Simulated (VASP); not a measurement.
Wanted: the native input for a VASP 6.6.1 run.

* Task: single point
* Functional: PBE
* Potentials or basis: VASP PAW PBE potentials, release 64 (K_sv, I)
* Cutoff: 500 eV
* k mesh: 6 × 6 × 6
* Occupations: gaussian, width 0.02 eV
* Spin: no spin polarisation
* Dipole correction: no
* Further INCAR settings: ALGO = Normal; EDIFF = 1e-06; NBANDS = 15

The structure of KI (e600) lies in POSCAR:

```
KI
1.0
    0.0000000000      3.5908778780      3.5908778780
    3.5908778780      0.0000000000      3.5908778780
    3.5908778780      3.5908778780      0.0000000000
K I
1 1
Direct
    0.0000000000      0.0000000000      0.0000000000
    0.5000000000      0.5000000000      0.5000000000
```

These files were run (other wordings do the same):

INCAR

```
ALGO = Normal ; EDIFF = 1E-6
ENCUT = 500 ; GGA = PE
GGA_COMPAT = False ; ISIF = 2
ISMEAR = 0 ; LASPH = True
LCHARG = False ; LREAL = False
LWAVE = False ; NBANDS = 15
NELM = 120 ; PREC = Accurate
SIGMA = 0.02
```

KPOINTS

```
k-points
0
Gamma
  6 6 6
```

Potentials or basis: VASP PAW PBE potentials, release 64 (K_sv, I).

Launch:

```bash
$ cat potpaw_PBE.64/K_sv/POTCAR potpaw_PBE.64/I/POTCAR > POTCAR
$ mpirun -np 1 vasp_std > vasp.out
```

It gave:

The pressure is 0.0 GPa and the band gap on the k mesh is 3.85 eV, direct.

Caveat: spin-orbit coupling is left out, which moves the levels of the heavy elements.

Run time: 48 s on 1 thread of Intel Xeon 8259CL (shared host), peak memory 0.24 GiB.
